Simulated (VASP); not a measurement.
Ta4C3, 7 atoms in the cell. It takes space group Cmmm (No. 65, orthorhombic). The conventional cell has a = 6.164 Å, b = 6.351 Å, c = 4.425 Å, α = 90.00°, β = 90.00°, γ = 90.00°. Within 2.9 Å of Ta (site symmetry 2/m) lie 4 C at 2.21 Å. Ta (site symmetry mmm) has 4 C at 2.21 Å within 2.9 Å. Ta (site symmetry mmm) has 6 C at 2.21 Å within 2.9 Å. C (site symmetry 2/m) has 6 Ta at 2.21 Å within 2.9 Å. Within 2.9 Å of C (site symmetry mmm) lie 6 Ta at 2.21 Å.  This cell differs from its parent crystal: strain +0.0300 x Voigt [0, 0, 0, 0, 1, 0].

* Program: VASP 6.6.1
* Task: single point
* Functional: r2SCAN
* Potentials or basis: VASP PAW PBE potentials, release 64 (Ta_pv, C)
* Cutoff: 520 eV
* k mesh: 10 × 10 × 10
* Occupations: gaussian, width 0.15 eV
* Spin: no spin polarisation
* Dipole correction: no
* Further INCAR settings: ALGO = Normal; EDIFF = 1e-06; NBANDS = 37

Potentials or basis: VASP PAW PBE potentials, release 64 (Ta_pv, C).

Command:

```console
$ cat potpaw_PBE.64/Ta_pv/POTCAR potpaw_PBE.64/C/POTCAR > POTCAR
$ cp INCAR.step1 INCAR
$ mpirun -np 1 vasp_std > vasp.out
$ cp INCAR.step2 INCAR
$ mpirun -np 1 vasp_std > vasp.out
```

Hardware: 1 thread of Oxide Virtual Turin-like Processor (shared host).

**Question.** Estimate the wall time of this run.

**Answer.** It took 46 min on 1 thread of Oxide Virtual Turin-like Processor, on a shared host, peak memory 0.52 GiB. Counts: k points 186.
